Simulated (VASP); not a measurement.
Input of a VASP 6.6.1 run:

File INCAR:

```
PREC = Accurate
ENCUT = 520
EDIFF = 1E-6
ISMEAR = -1
SIGMA = 0.02
LREAL = Auto
LASPH = T
NELM = 80
ALGO = Normal
ISIF = 2
LWAVE = F
LCHARG = F
GGA = PE
IVDW = 12
NBANDS = 49
```

File KPOINTS:

```
regular mesh
0
Gamma
  1 1 1
```

The input POSCAR:

```
SiH6CO
1.0
    8.4188350000      0.0000000000      0.0000000000
    0.0000000000      8.4188350000      0.0000000000
    0.0000000000      0.0000000000      8.4188350000
O C H Si
3 3 18 3
Direct
    0.3606530007      0.5280866597      0.1496264854
    0.7039723754      0.1490366461      0.7976232183
    0.6870096254      0.6128842434      0.9446272107
    0.3220848756      0.6459807776      0.0770571435
    0.8144339199      0.1176397106      0.7109004579
    0.7452525583      0.5176003157      0.8539501637
    0.2298695862      0.7293868699      0.1243618858
    0.3757110043      0.6776136342     -0.0404558702
    0.8690658606      0.2093866021      0.6313017171
    0.8690977363     -0.0038243189      0.7058166627
    0.8574395996      0.4528747253      0.8840336374
    0.6903442436      0.4912987946      0.7359884373
    0.2841689780      0.2762022946      0.5773761786
    0.1655840356      0.0207373899      0.6423885254
    0.2811121655      0.0635028196      0.3806611752
    0.4510239299      0.0408391161      0.6137559969
    0.9410578877      0.5576099102      0.1977111099
    0.8226928135      0.7498267517      0.3808450871
    0.8168007995      0.4680504390      0.4441758287
    1.0662155177      0.6125474503      0.4541282845
    1.0765987572     -0.0474224432      0.2247614140
    1.0790279823      0.1064340001     -0.0192825982
    0.8948904063     -0.1146672728      0.0113196897
    0.8562171518      0.1305613287      0.1643933723
    0.2966404751      0.1009730219      0.5529620353
    0.9119430211      0.5971217096      0.3677070857
    0.9752803926      0.0188803242      0.0953859652
```

Potentials or basis: VASP PAW PBE potentials, release 64 (O, C, H, Si).

Run with:

```bash
$ cat potpaw_PBE.64/O/POTCAR potpaw_PBE.64/C/POTCAR potpaw_PBE.64/H/POTCAR potpaw_PBE.64/Si/POTCAR > POTCAR
$ mpirun -np 1 vasp_gam > vasp.out
```

**Question.** Estimate the dispersion energy per atom.

**Answer.** -0.029 eV.

**Question.** What does it give for the pressure?

**Answer.** -0.2 GPa.

**Question.** Estimate the largest force.

**Answer.** 0.533 eV/Å.

Forces on the atoms (eV/Å):
```
O    0.104 -0.390  0.235
O   -0.208  0.079  0.223
O   -0.145  0.291  0.263
C   -0.145  0.402 -0.318
C    0.391 -0.100 -0.300
C    0.144 -0.237 -0.284
H    0.042 -0.001 -0.022
H    0.001 -0.043  0.135
H   -0.007 -0.089  0.042
H   -0.114  0.150  0.004
H   -0.092 -0.009 -0.063
H    0.083 -0.061  0.074
H    0.004 -0.038  0.002
H   -0.006  0.010 -0.037
H    0.005  0.017  0.029
H    0.030 -0.005  0.018
H   -0.001  0.009  0.021
H    0.005 -0.027 -0.013
H    0.021  0.013 -0.022
H   -0.018  0.005 -0.026
H   -0.018  0.003 -0.010
H   -0.021 -0.001  0.022
H   -0.009  0.028  0.014
H    0.013 -0.019 -0.004
Si  -0.043  0.028  0.002
Si   0.001  0.001  0.025
Si  -0.015 -0.015 -0.010
```

Caveat: the k points lie up to 0.75 Å⁻¹ apart.
